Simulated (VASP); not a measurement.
# BaTiO3 (P1) in VASP: single point with PBE+U

Aim: the single point of BaTiO3 with PBE+U.

Program: VASP 6.6.1. These are calculated values, not measurements. Logs are shortened: lines on timing, memory, paths and dates and some standing lists are left out, and cuts for length are marked.

### Step 1. The cell of the first run

The typed cell holds 5 atoms: a = 4.008 Å, b = 4.072 Å, c = 4.072 Å, α = 89.75°, β = 90.00°, γ = 90.00°.

### Step 2. Single point, PBE+U (atoms moved at random)

Input file INCAR:

```
SYSTEM = BaTiO3
PREC = Accurate ; ENCUT = 520
EDIFF = 1E-7 ; ISMEAR = 0
SIGMA = 0.05 ; LREAL = .False.
LASPH = .True. ; NELM = 150
ALGO = Normal ; ISIF = 2
LWAVE = .False. ; LCHARG = .False.
LMAXMIX = 4 ; LDAU = .True.
LDAUTYPE = 2 ; LDAUL = -1 2 -1
LDAUU = 0 4 0 ; LDAUJ = 0 0 0
LDAUPRINT = 1 ; GGA = PE
NBANDS = 28
```

Input file KPOINTS:

```
Automatic mesh
0
Gamma
  6 6 6
  0 0 0
```

Input file POSCAR:

```
BaTiO3
1.0
    4.0082194129      0.0000000000      0.0000000000
    0.0000000000      2.8732814832      2.8859184405
    0.0000000000     -2.8732814832      2.8859184405
Ba Ti O
1 1 3
Direct
   -0.0382056499      0.0153487284      0.0129677371
    0.4929335201      0.5204689039      0.4917149476
    0.0099776380      0.4970890064      0.4900547289
    0.5082706560      0.4805098860      0.9848967673
    0.5270238357      0.9828034755      0.5165858192
```

Potentials or basis: VASP PAW PBE potentials, release 64 (Ba_sv, Ti_sv, O).

Command:

```console
$ cat potpaw_PBE.64/Ba_sv/POTCAR potpaw_PBE.64/Ti_sv/POTCAR potpaw_PBE.64/O/POTCAR > POTCAR
$ mpirun -np 1 vasp_std > vasp.out
```

OUTCAR:

```text
SYSTEM = BaTiO3
   PREC = Accurate
   ENCUT = 520
   EDIFF = 1E-7
   ISMEAR = 0
   LREAL = .False.
   LASPH = .True.
   NELM = 150
   ISIF = 2
   GGA = PE

 ion  position               nearest neighbor table
   1  0.962  0.015  0.013-   4 2.63   5 2.67   5 2.69   3 2.77   4 2.84   3 2.87   3 2.90   4 2.90
                             3 3.01   5 3.04   5 3.06   4 3.09   2 3.37   2 3.41   2 3.48   2 3.50
   2  0.493  0.520  0.492-   5 1.89   3 1.94   4 2.02   4 2.07   3 2.07   5 2.20   1 3.37   1 3.41
                             1 3.48   1 3.50   1 3.52   1 3.55   1 3.62   1 3.64
   3  0.010  0.497  0.490-   2 1.94   2 2.07   1 2.77   1 2.87   1 2.90   1 3.01
   4  0.508  0.481  0.985-   2 2.02   2 2.07   1 2.63   1 2.84   1 2.90   1 3.09
   5  0.527  0.983  0.517-   2 1.89   2 2.20   1 2.67   1 2.69   1 3.04   1 3.06

  LATTYP: Found a base centered orthorhombic cell.
 ALAT       =     5.7465629664
 B/A-ratio  =     1.0043980923
 C/A-ratio  =     0.6974985633

  Lattice vectors:

 A1 = (   0.0000000000,   2.8732814832,  -2.8859184405)
 A2 = (   0.0000000000,   2.8732814832,   2.8859184405)
 A3 = (   4.0082194129,   0.0000000000,   0.0000000000)

Analysis of symmetry for initial positions (statically):
=====================================================================
 Subroutine PRICEL returns:
 Original cell was already a primitive cell.

 Routine SETGRP: Setting up the symmetry group for a
 base centered orthorhombic supercell.

 Subroutine GETGRP returns: Found  1 space group operations
 (whereof  1 operations were pure point group operations)
 out of a pool of  8 trial point group operations.

The static configuration has the point symmetry C_1 .

Analysis of symmetry for dynamics (positions and initial velocities):
=====================================================================
 Subroutine PRICEL returns:
 Original cell was already a primitive cell.

 Routine SETGRP: Setting up the symmetry group for a
 base centered orthorhombic supercell.

 Subroutine GETGRP returns: Found  1 space group operations
 (whereof  1 operations were pure point group operations)
 out of a pool of  8 trial point group operations.

The dynamic configuration has the point symmetry C_1 .

 Subroutine INISYM returns: Found  1 space group operations
 (whereof  1 operations are pure point group operations),
 and found     1 'primitive' translations

----------------------------------------------------------------------------------------

                                     Primitive cell

  volume of cell :      66.4728

  direct lattice vectors                    reciprocal lattice vectors
     4.008219413  0.000000000  0.000000000     0.249487340  0.000000000  0.000000000
     0.000000000  2.873281483  2.885918440     0.000000000  0.174017061  0.173255070
     0.000000000 -2.873281483  2.885918440     0.000000000 -0.174017061  0.173255070

  length of vectors
     4.008219413  4.072379124  4.072379124     0.249487340  0.245559070  0.245559070

  position of ions in fractional coordinates (direct lattice)
     0.961794350  0.015348728  0.012967737
     0.492933520  0.520468904  0.491714948
     0.009977638  0.497089006  0.490054729
     0.508270656  0.480509886  0.984896767
     0.527023836  0.982803475  0.516585819

  ion indices of the primitive-cell ions
   primitive index   ion index
                 1           1
                 2           2
                 3           3
                 4           4
                 5           5

----------------------------------------------------------------------------------------

 KPOINTS: Automatic mesh

Automatic generation of k-mesh.
 Grid dimensions read from file:
 generate k-points for:    6    6    6

 Generating k-lattice:
[... 55 lines left out ...]
   ICHARG =      2    charge: 1-file 2-atom 10-const
   ISPIN  =      1    spin polarized calculation?
   LNONCOLLINEAR =      F non collinear calculations
   LSORBIT =      F    spin-orbit coupling
   LASPH  =      T    aspherical Exc in radial PAW
   ENCUT  =  520.0 eV  38.22 Ry    6.18 a.u.   7.45  7.57  7.57*2*pi/ulx,y,z
   NELM   =    150;   NELMIN=  2; NELMDL= -5     # of ELM steps
   EDIFF  = 0.1E-06   stopping-criterion for ELM
   LREAL  =      F    real-space projection
   EDIFFG = 0.1E-05   stopping-criterion for IOM
   NSW    =      0    number of steps for IOM
   IBRION =     -1    ionic relax: 0-MD 1-quasi-New 2-CG
   NFREE  =      0    steps in history (QN), initial steepest desc. (CG)
   ISIF   =      2    stress and relaxation
   ISYM   =      2    0-nonsym 1-usesym 2-fastsym
   POTIM  = 0.5000    time-step for ionic-motion
   TEBEG  =    0.0;   TEEND  =   0.0 temperature during run
   PSTRESS=    0.0 pullay stress
   NELECT =      40.0000    total number of electrons
   NUPDOWN=      -1.0000    fix difference up-down
   EMIN   =  10.00;   EMAX   =-10.00  energy-range for DOS
   EFERMI =   0.00;   METHOD = LEGACY
   ISMEAR =     0;   SIGMA  =   0.05  broadening in eV -4-tet -1-fermi 0-gaus
   EFERMI_NEDOS =   21; number of points for ismear=-14 and -15
   IALGO  =     38    algorithm
   IMIX   =      4    mixing-type and parameters
     AMIX     =   0.40;   BMIX     =  1.00
     AMIX_MAG =   1.60;   BMIX_MAG =  1.00
  volume/ion in A,a.u.               =      13.29        89.72
  Fermi-wavevector in a.u.,A,eV,Ry     =   1.382124  2.611835 25.990747  1.910266
  Thomas-Fermi vector in A             =   2.506844
   LORBIT       =      0    0 simple, 1 ext, 2 COOP (PROOUT), +10 PAW based schemes
 LDA+U is selected, type is set to LDAUTYPE =  2
   angular momentum for each species LDAUL =    -1    2   -1
   U (eV)           for each species LDAUU =   0.0  4.0  0.0
   J (eV)           for each species LDAUJ =   0.0  0.0  0.0
   GGA     = PE    functional components
   LHFCALC =     F    Hartree Fock is set to
   AEXX    =    0.0000 exact exchange contribution
   IVDW    =     0    specifies the selected vdW correction
   LEPSILON=     F    determine dielectric tensor
   LRPA    =     F    only Hartree local field effects (RPA)
 non-spin polarized calculation
 Gauss-broadening in eV      SIGMA  =   0.05
  energy-cutoff  :      520.00
  volume of cell :       66.47
 maximum number of plane-waves:      1811
 NGX is ok and might be reduce to    30
   NGX = 15   NGY = 15   NGZ = 15

atom =   2  type =  2  l = 2

 onsite density matrix

spin component  1

  0.1072  0.0053 -0.0003  0.0050 -0.0008
  0.0053  0.2309  0.0083  0.0046 -0.0028
 -0.0003  0.0083  0.1412  0.0015 -0.0570
  0.0050  0.0046  0.0015  0.1091  0.0005
 -0.0008 -0.0028 -0.0570  0.0005  0.2039

spin component  2

  0.1072  0.0053 -0.0003  0.0050 -0.0008
  0.0053  0.2309  0.0083  0.0046 -0.0028
 -0.0003  0.0083  0.1412  0.0015 -0.0570
  0.0050  0.0046  0.0015  0.1091  0.0005
 -0.0008 -0.0028 -0.0570  0.0005  0.2039

 occupancies and eigenvectors

  o =  0.1025  v = -0.7255  0.0224 -0.2747  0.6093 -0.1628  0.0000  0.0000  0.0000  0.0000  0.0000      0.0000  0.0000  0.0000  0.0000  0.0000  0.0000  0.0000  0.0000  0.0000  0.0000
  o =  0.1025  v =  0.0000  0.0000  0.0000  0.0000  0.0000 -0.7255  0.0224 -0.2747  0.6093 -0.1628      0.0000  0.0000  0.0000  0.0000  0.0000  0.0000  0.0000  0.0000  0.0000  0.0000
  o =  0.1077  v =  0.2992  0.0365 -0.8134 -0.1394 -0.4776  0.0000  0.0000  0.0000  0.0000  0.0000      0.0000  0.0000  0.0000  0.0000  0.0000  0.0000  0.0000  0.0000  0.0000  0.0000
  o =  0.1077  v =  0.0000  0.0000  0.0000  0.0000  0.0000  0.2992  0.0365 -0.8134 -0.1394 -0.4776      0.0000  0.0000  0.0000  0.0000  0.0000  0.0000  0.0000  0.0000  0.0000  0.0000
  o =  0.1129  v =  0.6183 -0.0620  0.0671  0.7796  0.0408  0.0000  0.0000  0.0000  0.0000  0.0000      0.0000  0.0000  0.0000  0.0000  0.0000  0.0000  0.0000  0.0000  0.0000  0.0000
  o =  0.1129  v =  0.0000  0.0000  0.0000  0.0000  0.0000  0.6183 -0.0620  0.0671  0.7796  0.0408      0.0000  0.0000  0.0000  0.0000  0.0000  0.0000  0.0000  0.0000  0.0000  0.0000
  o =  0.2273  v = -0.0358 -0.8371  0.2417 -0.0333 -0.4883  0.0000  0.0000  0.0000  0.0000  0.0000      0.0000  0.0000  0.0000  0.0000  0.0000  0.0000  0.0000  0.0000  0.0000  0.0000
  o =  0.2273  v =  0.0000  0.0000  0.0000  0.0000  0.0000 -0.0358 -0.8371  0.2417 -0.0333 -0.4883      0.0000  0.0000  0.0000  0.0000  0.0000  0.0000  0.0000  0.0000  0.0000  0.0000
  o =  0.2419  v =  0.0000  0.0000  0.0000  0.0000  0.0000  0.0252  0.5418  0.4472  0.0218 -0.7108      0.0000  0.0000  0.0000  0.0000  0.0000  0.0000  0.0000  0.0000  0.0000  0.0000
  o =  0.2419  v =  0.0252  0.5418  0.4472  0.0218 -0.7108  0.0000  0.0000  0.0000  0.0000  0.0000      0.0000  0.0000  0.0000  0.0000  0.0000  0.0000  0.0000  0.0000  0.0000  0.0000

 number of electron      39.9999997 magnetization

 Free energy of the ion-electron system (eV)
  ---------------------------------------------------
  ext. energy  EPLUGINS =         0.00000000
  ---------------------------------------------------
  free energy    TOTEN  =       -37.14122481 eV

  energy without entropy =      -37.14122481  energy(sigma->0) =      -37.14122481

 E-fermi :   3.9678     XC(G=0): -11.0577

 val. band max:        3.6979429951   @ k =   0.5000   0.5000   0.5000
 cond. band min:       6.0219277282   @ k =   0.0000   0.0000   0.0000
 fundamental gap:      2.3239847331
 Fermi energy:         3.9678191107

 k-point     1 :       0.0000    0.0000    0.0000
  band No.  band energies     occupation
      1     -54.0790      2.00000
      2     -30.2666      2.00000
      3     -30.2331      2.00000
      4     -30.2271      2.00000
      5     -21.1762      2.00000
      6     -13.2057      2.00000
[... 733 lines left out ...]
     27      11.9090      0.00000
     28      12.1256      0.00000

 [... further k-points ...]

------------------------ aborting loop because EDIFF is reached ----------------------------------------

  FORCE on cell =-STRESS in cart. coord.  units (eV):
  Direction    XX          YY          ZZ          XY          YZ          ZX
  --------------------------------------------------------------------------------------
  -------------------------------------------------------------------------------------
  Total        2.2125545      1.4475029      1.0014742     -0.2550893      0.6420975     -0.4319162
  in kB       53.3286815     34.8888219     24.1382982     -6.1483565     15.4763243    -10.4103758
  external PRESSURE =      37.4519339 kB  Pullay stress =       0.0000000 kB

 VOLUME and BASIS-vectors are now :
 -----------------------------------------------------------------------------
  energy-cutoff  :      520.00
  volume of cell :       66.47
      direct lattice vectors                 reciprocal lattice vectors
     4.008219413  0.000000000  0.000000000     0.249487340  0.000000000  0.000000000
     0.000000000  2.873281483  2.885918440     0.000000000  0.174017061  0.173255070
     0.000000000 -2.873281483  2.885918440     0.000000000 -0.174017061  0.173255070

 POSITION                                       TOTAL-FORCE (eV/Angst)
 -----------------------------------------------------------------------------------
      3.85508      0.00684      0.08172         1.080993      0.136310     -0.527523
      1.97579      0.08262      2.92108        -0.187180     -0.592610      0.091163
      0.03999      0.02021      2.84882         0.004421      0.036006     -0.091730
      2.03726     -1.44925      4.22904        -0.278075     -0.183850      0.741457
      2.11243      1.33957      4.32712        -0.620159      0.604146     -0.213366
 -----------------------------------------------------------------------------------
    total drift:                               -0.000538     -0.000942     -0.000441

  FREE ENERGIE OF THE ION-ELECTRON SYSTEM (eV)
  ---------------------------------------------------
  free  energy   TOTEN  =       -37.1412248078 eV

  energy  without entropy=      -37.1412248078  energy(sigma->0) =      -37.14122481
```

Wall time 3.7 min (1 thread of Intel Xeon Platinum 8259CL at 2.50GHz (Skylake/Cascade Lake), shared host); peak memory 0.32 GiB.

Results:

- Free energy: -37.1412 eV
- Pressure: 3.7 GPa
- Largest force: 1.211 eV/Å
- Band gap on the k mesh: 2.32 eV, indirect (least direct gap 2.71 eV)

Forces in eV/Å, atoms in the order of the input:
```
Ba   1.081  0.136 -0.528
Ti  -0.187 -0.593  0.091
O    0.004  0.036 -0.092
O   -0.278 -0.184  0.741
O   -0.620  0.604 -0.213
```

Levels at points of the mesh, in eV from the valence-band top:
| k point | band 18 | band 19 | band 20 | band 21 | band 22 | band 23 |
| --- | --- | --- | --- | --- | --- | --- |
| (0.00, 0.00, 0.00) | -0.49 | -0.44 | -0.39 | 2.32 | 2.48 | 2.64 |
| (0.50, 0.00, 0.00) | -1.70 | -1.07 | -0.85 | 2.65 | 3.90 | 3.92 |
| (0.00, 0.50, 0.00) | -1.46 | -0.79 | -0.76 | 2.44 | 3.73 | 3.81 |
| (0.00, 0.00, 0.50) | -1.44 | -1.02 | -0.97 | 2.67 | 3.66 | 3.81 |
| (0.50, 0.50, 0.00) | -0.87 | -0.81 | -0.12 | 3.83 | 3.94 | 4.22 |
| (0.50, 0.00, 0.50) | -1.01 | -0.94 | -0.05 | 3.76 | 3.98 | 4.28 |
| (0.00, 0.50, 0.50) | -0.99 | -0.94 | -0.25 | 3.75 | 3.81 | 4.14 |
| (0.50, 0.50, 0.50) | -0.19 | -0.12 | 0.00 | 4.29 | 4.43 | 4.46 |

Eigenvalues of the final occupation matrices:
```
    site  spin  trace               eigenvalues
site 2 d     1   0.79  0.10 0.11 0.11 0.23 0.24
site 2 d     2   0.79  0.10 0.11 0.11 0.23 0.24
```

Caveat: the cell differs from its parent crystal (atoms moved at random); spin-orbit coupling is left out, which moves the levels of the heavy elements; forces of over 1 eV/Å act on the atoms, so gaps and moduli don't describe the material at rest. A k mesh can miss the band edges.
